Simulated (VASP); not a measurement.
# W16N (a cell with a defect) in VASP: single point with PBE+D3(BJ)

Aim: the single point of W16N (a cell with a defect) with PBE+D3(BJ).

Program: VASP 6.6.1. These are calculated values, not measurements. Logs are shortened: lines on timing, memory, paths and dates and some standing lists are left out, and cuts for length are marked.

## Step 1: The cell of the first run

The cell holds a defect, 17 atoms: a = 6.320 Å, b = 6.320 Å, c = 6.320 Å, α = 90.00°, β = 90.00°, γ = 90.00°.

## Step 2: Single point, PBE+D3(BJ)

Contents of INCAR:

```
PREC = Accurate
ENCUT = 520
EDIFF = 1E-6
ISMEAR = -1
SIGMA = 0.1
LREAL = Auto
LASPH = True
NELM = 80
ALGO = Normal
ISIF = 2
LWAVE = False
LCHARG = False
GGA = PE
IVDW = 12
NBANDS = 128
```

Contents of KPOINTS:

```
regular mesh
0
Gamma
  3 3 3
```

Contents of POSCAR:

```
W16N
1.0
    6.3200000000      0.0000000000      0.0000000000
    0.0000000000      6.3200000000      0.0000000000
    0.0000000000      0.0000000000      6.3200000000
W N
16 1
Direct
    0.0160123052     -0.0087574168      0.0004119273
    0.4984790165     -0.0087897850      0.0004496921
    0.0160076979      0.5088090981      0.0004116232
    0.0070449637      0.0002435036      0.5004673792
    0.2572177301      0.2500288241      0.2488103042
    0.4984839939      0.5088419962      0.0004491551
    0.5074589374      0.0002375089      0.5004136783
    0.7572018660      0.2500249302      0.2051709803
    0.0070376808      0.4998057914      0.5004677732
    0.2571992130      0.7500226708      0.2560499821
    0.2572629135      0.2500285873      0.7520131650
    0.5074578795      0.4998049904      0.5004139165
    0.7572821121      0.7500277386      0.2488483422
    0.7571995833      0.2500258368      0.7959128765
    0.2572421098      0.7500229243      0.7448416995
    0.7572354634      0.7500287470      0.7519589413
   -0.2427608759      0.2500237941      0.5005413440
```

Potentials or basis: VASP PAW PBE potentials, release 64 (W_sv, N).

On the command line:

```sh
$ cat potpaw_PBE.64/W_sv/POTCAR potpaw_PBE.64/N/POTCAR > POTCAR
$ mpirun -np 1 vasp_std > vasp.out
```

OUTCAR:

```text
PREC = Accurate
   ENCUT = 520
   EDIFF = 1E-6
   ISMEAR = -1
   LREAL = Auto
   LASPH = True
   NELM = 80
   ISIF = 2
   GGA = PE
   IVDW = 12
 IVDW          = 12

 ion  position               nearest neighbor table
   1  0.016  0.991  0.000-  14 2.65   8 2.65  15 2.69  10 2.69  13 2.73   5 2.73  11 2.73  16 2.73
                             3 3.05   2 3.05   4 3.16   4 3.16   2 3.27   3 3.27
   2  0.498  0.991  0.000-  14 2.65   8 2.65  15 2.69  10 2.69  13 2.73  16 2.73   5 2.73  11 2.73
                             6 3.05   1 3.05   7 3.16   7 3.16   1 3.27   6 3.27
   3  0.016  0.509  0.000-  14 2.65   8 2.65  15 2.69  10 2.69  13 2.73   5 2.73  11 2.73  16 2.73
                             1 3.05   6 3.05   9 3.16   9 3.16   6 3.27   1 3.27
   4  0.007  0.000  0.500-  17 2.23  10 2.72  15 2.72  16 2.74  11 2.74  13 2.74   5 2.74   8 2.91
                            14 2.91   9 3.16   7 3.16   1 3.16   1 3.16   7 3.16   9 3.16
   5  0.257  0.250  0.249-   3 2.73   1 2.73   6 2.73   2 2.73   9 2.74   4 2.74  12 2.74   7 2.74
                            11 3.14  10 3.16  10 3.16   8 3.17   8 3.17  11 3.18
   6  0.498  0.509  0.000-  14 2.65   8 2.65  15 2.69  10 2.69  13 2.73  16 2.73   5 2.73  11 2.73
                             2 3.05   3 3.05  12 3.16  12 3.16   3 3.27   2 3.27
   7  0.507  0.000  0.500-  17 2.23  10 2.72  15 2.72  16 2.74  11 2.74  13 2.74   5 2.74   8 2.91
                            14 2.91  12 3.16   4 3.16   2 3.16   2 3.16   4 3.16  12 3.16
   8  0.757  0.250  0.205-  17 1.87  14 2.59   6 2.65   2 2.65   3 2.65   1 2.65  12 2.91   7 2.91
                             9 2.91   4 2.91   5 3.17  13 3.17  13 3.17   5 3.17
   9  0.007  0.500  0.500-  17 2.23  10 2.72  15 2.72  16 2.74  11 2.74  13 2.74   5 2.74   8 2.91
                            14 2.91   4 3.16  12 3.16   3 3.16   3 3.16  12 3.16   4 3.16
  10  0.257  0.750  0.256-   3 2.69   1 2.69   6 2.69   2 2.69   4 2.72   9 2.72   7 2.72  12 2.72
                            15 3.09  13 3.16   5 3.16   5 3.16  13 3.16  15 3.23
  11  0.257  0.250  0.752-   3 2.73   1 2.73   6 2.73   2 2.73   9 2.74   4 2.74  12 2.74   7 2.74
                             5 3.14  15 3.16  15 3.16  14 3.17  14 3.17   5 3.18
  12  0.507  0.500  0.500-  17 2.23  10 2.72  15 2.72  16 2.74  11 2.74  13 2.74   5 2.74   8 2.91
                            14 2.91   7 3.16   9 3.16   6 3.16   6 3.16   9 3.16   7 3.16
  13  0.757  0.750  0.249-   3 2.73   1 2.73   6 2.73   2 2.73   9 2.74   4 2.74   7 2.74  12 2.74
                            16 3.14  10 3.16  10 3.16   8 3.17   8 3.17  16 3.18
  14  0.757  0.250  0.796-  17 1.87   8 2.59   6 2.65   2 2.65   3 2.65   1 2.65  12 2.91   7 2.91
                             9 2.91   4 2.91  11 3.17  16 3.17  16 3.17  11 3.17
  15  0.257  0.750  0.745-   3 2.69   1 2.69   6 2.69   2 2.69   4 2.72   9 2.72   7 2.72  12 2.72
                            10 3.09  16 3.16  11 3.16  11 3.16  16 3.16  10 3.23
  16  0.757  0.750  0.752-   6 2.73   2 2.73   1 2.73   3 2.73   4 2.74   9 2.74   7 2.74  12 2.74
                            13 3.14  15 3.16  15 3.16  14 3.17  14 3.17  13 3.18
  17  0.757  0.250  0.501-   8 1.87  14 1.87  12 2.23   7 2.23   9 2.23   4 2.23

  LATTYP: Found a simple cubic cell.
 ALAT       =     6.3200000000

  Lattice vectors:

 A1 = (   6.3200000000,   0.0000000000,   0.0000000000)
 A2 = (   0.0000000000,   6.3200000000,   0.0000000000)
 A3 = (   0.0000000000,   0.0000000000,   6.3200000000)

Analysis of symmetry for initial positions (statically):
=====================================================================
 Subroutine PRICEL returns:
 Original cell was already a primitive cell.

 Routine SETGRP: Setting up the symmetry group for a
 simple cubic supercell.

 Subroutine GETGRP returns: Found  1 space group operations
 (whereof  1 operations were pure point group operations)
 out of a pool of 48 trial point group operations.

The static configuration has the point symmetry C_1 .

Analysis of symmetry for dynamics (positions and initial velocities):
=====================================================================
 Subroutine PRICEL returns:
 Original cell was already a primitive cell.

 Routine SETGRP: Setting up the symmetry group for a
 simple cubic supercell.

 Subroutine GETGRP returns: Found  1 space group operations
 (whereof  1 operations were pure point group operations)
 out of a pool of 48 trial point group operations.

The dynamic configuration has the point symmetry C_1 .

 Subroutine INISYM returns: Found  1 space group operations
 (whereof  1 operations are pure point group operations),
 and found     1 'primitive' translations

----------------------------------------------------------------------------------------

                                     Primitive cell

  volume of cell :     252.4360

  direct lattice vectors                    reciprocal lattice vectors
     6.320000000  0.000000000  0.000000000     0.158227848  0.000000000  0.000000000
[... 58 lines left out ...]
     0.000000000  0.000000000  0.052742616     0.000000000  0.000000000  0.333333333

  Length of vectors
     0.052742616  0.052742616  0.052742616

  Shift w.r.t. Gamma in fractional coordinates (k-lattice)
     0.000000000  0.000000000  0.000000000

 Subroutine IBZKPT returns following result:
 ===========================================

 Found     14 irreducible k-points:

 Following reciprocal coordinates:
            Coordinates               Weight
  0.000000  0.000000  0.000000      1.000000
  0.333333  0.000000  0.000000      2.000000
  0.000000  0.333333  0.000000      2.000000
  0.000000  0.000000  0.333333      2.000000
  0.333333  0.333333  0.000000      2.000000
  0.000000  0.333333  0.333333      2.000000
  0.333333  0.000000  0.333333      2.000000
 -0.333333  0.333333  0.000000      2.000000
 -0.333333  0.000000  0.333333      2.000000
  0.000000 -0.333333  0.333333      2.000000
  0.333333  0.333333  0.333333      2.000000
 -0.333333  0.333333  0.333333      2.000000
 -0.333333 -0.333333  0.333333      2.000000
  0.333333 -0.333333  0.333333      2.000000
   k-points           NKPTS =     14   k-points in BZ     NKDIM =     14   number of bands    NBANDS=    128
   number of dos      NEDOS =    301   number of ions     NIONS =     17
   total plane-waves  NPLWV = 110592
   dimension x,y,z NGX =    48 NGY =   48 NGZ =   48
   dimension x,y,z NGXF=    96 NGYF=   96 NGZF=   96
   ions per type =              16   1
   NGX,Y,Z   is equivalent  to a cutoff of  12.63, 12.63, 12.63 a.u.
   NGXF,Y,Z  is equivalent  to a cutoff of  25.25, 25.25, 25.25 a.u.
 SYSTEM =  unknown system
   PREC   = accura    normal or accurate (medium, high low for compatibility)
   ISTART =      0    job   : 0-new  1-cont  2-samecut
   ICHARG =      2    charge: 1-file 2-atom 10-const
   ISPIN  =      1    spin polarized calculation?
   LNONCOLLINEAR =      F non collinear calculations
   LSORBIT =      F    spin-orbit coupling
   LASPH  =      T    aspherical Exc in radial PAW
   ENCUT  =  520.0 eV  38.22 Ry    6.18 a.u.  11.75 11.75 11.75*2*pi/ulx,y,z
   NELM   =     80;   NELMIN=  2; NELMDL= -5     # of ELM steps
   EDIFF  = 0.1E-05   stopping-criterion for ELM
   LREAL  =      T    real-space projection
   EDIFFG = 0.1E-04   stopping-criterion for IOM
   NSW    =      0    number of steps for IOM
[... 5 lines left out ...]
   TEBEG  =    0.0;   TEEND  =   0.0 temperature during run
   PSTRESS=    0.0 pullay stress
   NELECT =     229.0000    total number of electrons
   NUPDOWN=      -1.0000    fix difference up-down
   EMIN   =  10.00;   EMAX   =-10.00  energy-range for DOS
   EFERMI =   0.00;   METHOD = LEGACY
   ISMEAR =    -1;   SIGMA  =   0.10  broadening in eV -4-tet -1-fermi 0-gaus
   EFERMI_NEDOS =   21; number of points for ismear=-14 and -15
   IALGO  =     38    algorithm
   IMIX   =      4    mixing-type and parameters
     AMIX     =   0.40;   BMIX     =  1.00
     AMIX_MAG =   1.60;   BMIX_MAG =  1.00
  volume/ion in A,a.u.               =      14.85       100.21
  Fermi-wavevector in a.u.,A,eV,Ry     =   1.584782  2.994804 34.171502  2.511535
  Thomas-Fermi vector in A             =   2.684347
   LORBIT       =      0    0 simple, 1 ext, 2 COOP (PROOUT), +10 PAW based schemes
   GGA     = PE    functional components
   LHFCALC =     F    Hartree Fock is set to
   AEXX    =    0.0000 exact exchange contribution
   IVDW    =    12    specifies the selected vdW correction
   LEPSILON=     F    determine dielectric tensor
   LRPA    =     F    only Hartree local field effects (RPA)
 non-spin polarized calculation
  energy-cutoff  :      520.00
  volume of cell :      252.44
 maximum number of plane-waves:      6859
   NGX = 23   NGY = 23   NGZ = 23

 number of electron     228.9999994 magnetization

 Free energy of the ion-electron system (eV)
  ---------------------------------------------------
  ext. energy  EPLUGINS =         0.00000000
  ---------------------------------------------------
  free energy    TOTEN  =      -213.40447940 eV

  energy without entropy =     -213.12705251  energy(sigma->0) =     -213.26576595

 E-fermi :  11.9439     XC(G=0): -13.7803

 val. band max:       11.9034877359   @ k =   0.3333   0.3333   0.0000
 cond. band min:      11.9448756348   @ k =   0.3333   0.3333   0.0000
 fundamental gap:      0.0413878989
 Fermi energy:        11.9438603234

 k-point     1 :       0.0000    0.0000    0.0000
  band No.  band energies     occupation
      1     -62.4433      2.00000
      2     -62.4102      2.00000
      3     -62.4102      2.00000
      4     -62.4008      2.00000
      5     -62.3422      2.00000
      6     -62.2726      2.00000
[... 1795 lines left out ...]
    125      13.6781      0.00000
    126      13.9246      0.00000
 [bands above 126 left out]

------------------------ aborting loop because EDIFF is reached ----------------------------------------

 Edisp (eV)  -11.63209

 E8    (eV) :    -5.9076

  FORCE on cell =-STRESS in cart. coord.  units (eV):
  Direction    XX          YY          ZZ          XY          YZ          ZX
  --------------------------------------------------------------------------------------
  -------------------------------------------------------------------------------------
  Total       9.80489     9.83042    31.43310    -0.00017    -0.00053     0.00455
  in kB      62.23035    62.39234   199.50171    -0.00110    -0.00338     0.02887
  external pressure =      108.04 kB  Pullay stress =        0.00 kB

 VOLUME and BASIS-vectors are now :
 -----------------------------------------------------------------------------
  energy-cutoff  :      520.00
  volume of cell :      252.44
      direct lattice vectors                 reciprocal lattice vectors
     6.320000000  0.000000000  0.000000000     0.158227848  0.000000000  0.000000000
     0.000000000  6.320000000  0.000000000     0.000000000  0.158227848  0.000000000
     0.000000000  0.000000000  6.320000000     0.000000000  0.000000000  0.158227848

 POSITION                                       TOTAL-FORCE (eV/Angst)
 -----------------------------------------------------------------------------------
      0.10120      6.26465      0.00260         0.001274      0.001106      0.004951
      3.15039      6.26445      0.00284        -0.003265      0.005600      0.000698
      0.10117      3.21567      0.00260         0.001584     -0.000941      0.004953
      0.04452      0.00154      3.16295         0.012416     -0.012291     -0.003089
      1.62562      1.58018      1.57248         0.001343     -0.000225      0.016977
      3.15042      3.21588      0.00284        -0.003748     -0.005247      0.000793
[... 9 lines left out ...]
      4.78573      4.74018      4.75238         0.000323     -0.000563     -0.005968
      4.78575      1.58015      3.16342         0.001185      0.000077     -0.001694
 -----------------------------------------------------------------------------------
    total drift:                               -0.020721     -0.000910      0.001716

  FREE ENERGIE OF THE ION-ELECTRON SYSTEM (eV)
  ---------------------------------------------------
  free  energy   TOTEN  =      -225.0365718961 eV

  energy  without entropy=     -224.7591450006  energy(sigma->0) =     -224.89785845
```

Wall time 8.9 min (1 thread of Intel Xeon 6975P-C (Granite Rapids), shared host); peak memory 0.49 GiB.

What came out:

```yaml
Free_energy: -225.0366 eV
Pressure: 10.8 GPa
Largest_force: 0.089 eV/Å
Band_gap_on_the_k_mesh: zero (an odd number of electrons rules out a gap without spin polarisation)
Dispersion_energy_per_atom: -0.684 eV
```

Forces on the atoms (eV/Å):
```
W    0.001  0.001  0.005
W   -0.003  0.006  0.001
W    0.002 -0.001  0.005
W    0.012 -0.012 -0.003
W    0.001  0.000  0.017
W   -0.004 -0.005  0.001
W   -0.014 -0.013  0.002
W    0.003  0.000 -0.089
W    0.013  0.012 -0.003
W    0.005  0.000  0.023
W   -0.001 -0.001 -0.011
W   -0.014  0.014  0.002
W   -0.004  0.000  0.014
W    0.000  0.000  0.071
W    0.001  0.000 -0.026
W    0.000 -0.001 -0.006
N    0.001  0.000 -0.002
```

Caveat: spin-orbit coupling is left out, which moves the levels of the heavy elements.

The gap in the log of VASP goes by the Fermi energy; the results here count the filled bands.